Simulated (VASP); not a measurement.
Cd: single point with PBE

Crystal: Cd.

```
Cd
1.0
     0.00000    1.68481    1.68481
     1.68481    0.00000    1.68481
     1.68481    1.68481    0.00000
Cd
1
Direct
  0.00000 0.00000 0.00000
```

This isn't the form of Cd at room conditions, which is hcp.

```
Program                : VASP 6.6.1
Task                   : single point
Functional             : PBE
Potentials or basis    : VASP PAW PBE potentials, release 64 (Cd)
Cutoff                 : 520 eV
k mesh                 : 19 × 19 × 19
Occupations            : fermi-dirac, width 0.1 eV
Spin                   : no spin polarisation
Dipole correction      : no
Further INCAR settings : ALGO = Normal; EDIFF = 1e-06; NBANDS = 12
```

The pressure is 440.7 GPa and the band gap on the k mesh is zero (bands 6 and 7 overlap by 1.35 eV).

Levels at points of the mesh, in eV from the Fermi level:
| k point | band 3 | band 4 | band 5 | band 6 | band 7 | band 8 | band 9 | band 10 |
| --- | --- | --- | --- | --- | --- | --- | --- | --- |
| (0.00, 0.00, 0.00) | -16.19 | -16.19 | -13.88 | -13.88 | 13.30 | 20.12 | 20.12 | 20.12 |

It took 12 s on 1 thread of AMD EPYC 9R45 96-Core Processor (Zen 5) (shared host), peak memory 0.11 GiB.

Caveat: the cell stands under pressure.
